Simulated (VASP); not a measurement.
# Cl2 in VASP: single point with r2SCAN

Aim: the single point of Cl2 with r2SCAN.

Program: VASP 6.6.1. These are calculated values, not measurements. Logs are shortened: lines on timing, memory, paths and dates and some standing lists are left out, and cuts for length are marked.

## Step 1: The cell of the first run

The cell holds a molecule in a box, 2 atoms: a = 10.000 Å, b = 10.500 Å, c = 11.000 Å, α = 90.00°, β = 90.00°, γ = 90.00°.

## Step 2: Single point, r2SCAN

File POSCAR:

```
Cl
1.0
   10.0000000000      0.0000000000      0.0000000000
    0.0000000000     10.5000000000      0.0000000000
    0.0000000000      0.0000000000     11.0000000000
Cl
2
Direct
    0.5000000000      0.5000000000      0.4096093284
    0.5000000000      0.5000000000      0.5903906716
```

File INCAR.step1:

```
PREC = Accurate ; ENCUT = 440
ISMEAR = 0 ; SIGMA = 0.01
LREAL = False ; LASPH = True
NELM = 120 ; NBANDS = 14
GGA = PE ; ALGO = Normal
EDIFF = 1E-5 ; LWAVE = True
LCHARG = False ; GGA_COMPAT = False
NELMDL = -8
```

File INCAR.step2:

```
PREC = Accurate ; ENCUT = 440
EDIFF = 1E-6 ; ISMEAR = 0
SIGMA = 0.01 ; LREAL = False
LASPH = True ; NELM = 120
ALGO = Normal ; ISIF = 2
LWAVE = False ; LCHARG = False
METAGGA = R2SCAN ; LMIXTAU = True
NBANDS = 14 ; ISTART = 1
GGA_COMPAT = False
```

File KPOINTS:

```
Automatic mesh
0
Gamma
  1 1 1
```

Potentials or basis: VASP PAW PBE potentials, release 64 (Cl).

Run with:

```sh
cat potpaw_PBE.64/Cl/POTCAR > POTCAR
cp INCAR.step1 INCAR
mpirun -np 1 vasp_gam > vasp.out
cp INCAR.step2 INCAR
mpirun -np 1 vasp_gam > vasp.out
```

OUTCAR:

```text
PREC = Accurate
   ENCUT = 440
   EDIFF = 1E-6
   ISMEAR = 0
   LREAL = False
   LASPH = True
   NELM = 120
   ISIF = 2
   METAGGA = R2SCAN
   ISTART = 1

 ion  position               nearest neighbor table
   1  0.500  0.500  0.410-   2 1.99
   2  0.500  0.500  0.590-   1 1.99

  LATTYP: Found a simple orthorhombic cell.
 ALAT       =    10.0000000000
 B/A-ratio  =     1.0500000000
 C/A-ratio  =     1.1000000000

  Lattice vectors:

 A1 = (  10.0000000000,   0.0000000000,   0.0000000000)
 A2 = (   0.0000000000,  10.5000000000,   0.0000000000)
 A3 = (   0.0000000000,   0.0000000000,  11.0000000000)

Analysis of symmetry for initial positions (statically):
=====================================================================
 Subroutine PRICEL returns:
 Original cell was already a primitive cell.

 Routine SETGRP: Setting up the symmetry group for a
 simple orthorhombic supercell.

 Subroutine GETGRP returns: Found  8 space group operations
 (whereof  8 operations were pure point group operations)
 out of a pool of  8 trial point group operations.

The static configuration has the point symmetry D_2h.

Analysis of symmetry for dynamics (positions and initial velocities):
=====================================================================
 Subroutine PRICEL returns:
 Original cell was already a primitive cell.

 Routine SETGRP: Setting up the symmetry group for a
 simple orthorhombic supercell.

 Subroutine GETGRP returns: Found  8 space group operations
 (whereof  8 operations were pure point group operations)
 out of a pool of  8 trial point group operations.

The dynamic configuration has the point symmetry D_2h.

 Subroutine INISYM returns: Found  8 space group operations
 (whereof  8 operations are pure point group operations),
 and found     1 'primitive' translations

----------------------------------------------------------------------------------------

                                     Primitive cell

  volume of cell :    1155.0000

  direct lattice vectors                    reciprocal lattice vectors
    10.000000000  0.000000000  0.000000000     0.100000000  0.000000000  0.000000000
     0.000000000 10.500000000  0.000000000     0.000000000  0.095238095  0.000000000
     0.000000000  0.000000000 11.000000000     0.000000000  0.000000000  0.090909091

  length of vectors
    10.000000000 10.500000000 11.000000000     0.100000000  0.095238095  0.090909091

  position of ions in fractional coordinates (direct lattice)
     0.500000000  0.500000000  0.409609328
     0.500000000  0.500000000  0.590390672

  ion indices of the primitive-cell ions
   primitive index   ion index
                 1           1
                 2           2

----------------------------------------------------------------------------------------

 KPOINTS: Automatic mesh

Automatic generation of k-mesh.
 Grid dimensions read from file:
 generate k-points for:    1    1    1

 Generating k-lattice:

  Cartesian coordinates                     Fractional coordinates (reciprocal lattice)
     0.100000000  0.000000000  0.000000000     1.000000000  0.000000000  0.000000000
     0.000000000  0.095238095  0.000000000     0.000000000  1.000000000  0.000000000
     0.000000000  0.000000000  0.090909091     0.000000000  0.000000000  1.000000000

  Length of vectors
     0.100000000  0.095238095  0.090909091

  Shift w.r.t. Gamma in fractional coordinates (k-lattice)
     0.000000000  0.000000000  0.000000000

 Subroutine IBZKPT returns following result:
 ===========================================

 Found      1 irreducible k-points:

 Following reciprocal coordinates:
            Coordinates               Weight
  0.000000  0.000000  0.000000      1.000000
   k-points           NKPTS =      1   k-points in BZ     NKDIM =      1   number of bands    NBANDS=     14
   number of dos      NEDOS =    301   number of ions     NIONS =      2
   total plane-waves  NPLWV = 403200
   dimension x,y,z NGX =    70 NGY =   72 NGZ =   80
   dimension x,y,z NGXF=   140 NGYF=  144 NGZF=  160
   ions per type =               2
   NGX,Y,Z   is equivalent  to a cutoff of  11.64, 11.40, 12.09 a.u.
   NGXF,Y,Z  is equivalent  to a cutoff of  23.27, 22.80, 24.18 a.u.
 SYSTEM =  unknown system
   PREC   = accura    normal or accurate (medium, high low for compatibility)
   ISTART =      1    job   : 0-new  1-cont  2-samecut
   ICHARG =      0    charge: 1-file 2-atom 10-const
   ISPIN  =      1    spin polarized calculation?
   LNONCOLLINEAR =      F non collinear calculations
   LSORBIT =      F    spin-orbit coupling
   LASPH  =      T    aspherical Exc in radial PAW
   ENCUT  =  440.0 eV  32.34 Ry    5.69 a.u.  17.10 17.96 18.81*2*pi/ulx,y,z
   NELM   =    120;   NELMIN=  2; NELMDL=  0     # of ELM steps
   EDIFF  = 0.1E-05   stopping-criterion for ELM
   LREAL  =      F    real-space projection
   EDIFFG = 0.1E-04   stopping-criterion for IOM
   NSW    =      0    number of steps for IOM
   IBRION =     -1    ionic relax: 0-MD 1-quasi-New 2-CG
   NFREE  =      0    steps in history (QN), initial steepest desc. (CG)
   ISIF   =      2    stress and relaxation
   ISYM   =      2    0-nonsym 1-usesym 2-fastsym
   POTIM  = 0.5000    time-step for ionic-motion
   TEBEG  =    0.0;   TEEND  =   0.0 temperature during run
   PSTRESS=    0.0 pullay stress
   NELECT =      14.0000    total number of electrons
   NUPDOWN=      -1.0000    fix difference up-down
   EMIN   =  10.00;   EMAX   =-10.00  energy-range for DOS
   EFERMI =   0.00;   METHOD = LEGACY
   ISMEAR =     0;   SIGMA  =   0.01  broadening in eV -4-tet -1-fermi 0-gaus
   EFERMI_NEDOS =   21; number of points for ismear=-14 and -15
   IALGO  =     38    algorithm
   IMIX   =      4    mixing-type and parameters
     AMIX     =   0.40;   BMIX     =  1.00
     AMIX_MAG =   1.60;   BMIX_MAG =  1.00
  volume/ion in A,a.u.               =     577.50      3897.16
  Fermi-wavevector in a.u.,A,eV,Ry     =   0.376060  0.710650  1.924149  0.141421
  Thomas-Fermi vector in A             =   1.307622
   LORBIT       =      0    0 simple, 1 ext, 2 COOP (PROOUT), +10 PAW based schemes
   METAGGA = R2SCAN    functional components
   LHFCALC =     F    Hartree Fock is set to
   AEXX    =    0.0000 exact exchange contribution
   IVDW    =     0    specifies the selected vdW correction
   LEPSILON=     F    determine dielectric tensor
   LRPA    =     F    only Hartree local field effects (RPA)
 non-spin polarized calculation
 Gauss-broadening in eV      SIGMA  =   0.01
  energy-cutoff  :      440.00
  volume of cell :     1155.00
 maximum number of plane-waves:     12069
 NGX is ok and might be reduce to    70
   NGX = 35   NGY = 35   NGZ = 37

 number of electron      13.9999995 magnetization

 Free energy of the ion-electron system (eV)
  ---------------------------------------------------
  ext. energy  EPLUGINS =         0.00000000
  ---------------------------------------------------
  free energy    TOTEN  =       -12.08789247 eV

  energy without entropy =      -12.08789247  energy(sigma->0) =      -12.08789247

 E-fermi :  -7.1841     XC(G=0):  -0.5773

 val. band max:       -7.2776113886   @ k =   0.0000   0.0000   0.0000
 cond. band min:      -3.7799405419   @ k =   0.0000   0.0000   0.0000
 fundamental gap:      3.4976708467
 Fermi energy:        -7.1841468384

 k-point     1 :       0.0000    0.0000    0.0000
  band No.  band energies     occupation
      1     -24.2727      2.00000
      2     -19.7829      2.00000
      3     -12.1025      2.00000
      4     -10.0783      2.00000
      5     -10.0782      2.00000
      6      -7.2777      2.00000
      7      -7.2776      2.00000
      8      -3.7799      0.00000
      9       0.1418      0.00000
     10       1.2603      0.00000
     11       1.4611      0.00000
     12       1.5401      0.00000
     13       1.5532      0.00000
     14       1.6748      0.00000

------------------------ aborting loop because EDIFF is reached ----------------------------------------

  FORCE on cell =-STRESS in cart. coord.  units (eV):
  Direction    XX          YY          ZZ          XY          YZ          ZX
  --------------------------------------------------------------------------------------
  -------------------------------------------------------------------------------------
  Total       -0.0419179     -0.0421425     -0.3808042     -0.0000000      0.0000000      0.0000000
  in kB       -0.0581471     -0.0584586     -0.5282389     -0.0000000      0.0000000      0.0000000
  external PRESSURE =      -0.2149482 kB  Pullay stress =       0.0000000 kB

 VOLUME and BASIS-vectors are now :
 -----------------------------------------------------------------------------
  energy-cutoff  :      440.00
  volume of cell :     1155.00
      direct lattice vectors                 reciprocal lattice vectors
    10.000000000  0.000000000  0.000000000     0.100000000  0.000000000  0.000000000
     0.000000000 10.500000000  0.000000000     0.000000000  0.095238095  0.000000000
     0.000000000  0.000000000 11.000000000     0.000000000  0.000000000  0.090909091

 POSITION                                       TOTAL-FORCE (eV/Angst)
 -----------------------------------------------------------------------------------
      5.00000      5.25000      4.50570         0.000000      0.000000      0.170785
      5.00000      5.25000      6.49430         0.000000      0.000000     -0.170785
 -----------------------------------------------------------------------------------
    total drift:                                0.000000      0.000000     -0.000000

  FREE ENERGIE OF THE ION-ELECTRON SYSTEM (eV)
  ---------------------------------------------------
  free  energy   TOTEN  =       -12.0878924660 eV

  energy  without entropy=      -12.0878924660  energy(sigma->0) =      -12.08789247
```

Wall time 1.8 min (1 thread of AMD EPYC 9R45 (Zen 5), shared host); peak memory 0.82 GiB.

Results:

```
Free energy                     : -12.0879 eV
Largest force                   : 0.171 eV/Å
Gap between the frontier levels : 3.50 eV
```

Forces in eV/Å, atoms in the order of the input:
```
Cl   0.000  0.000  0.171
Cl   0.000  0.000 -0.171
```

Levels at points of the mesh, in eV from the valence-band top:
```csv
k point,band 3,band 4,band 5,band 6,band 7,band 8,band 9,band 10,band 11,band 12
"(0.00, 0.00, 0.00)",-4.82,-2.80,-2.80,0.00,0.00,3.50,7.42,8.54,8.74,8.82
```

Caveat: the PAW data sets were made with another functional, which shifts forces and pressure a little.
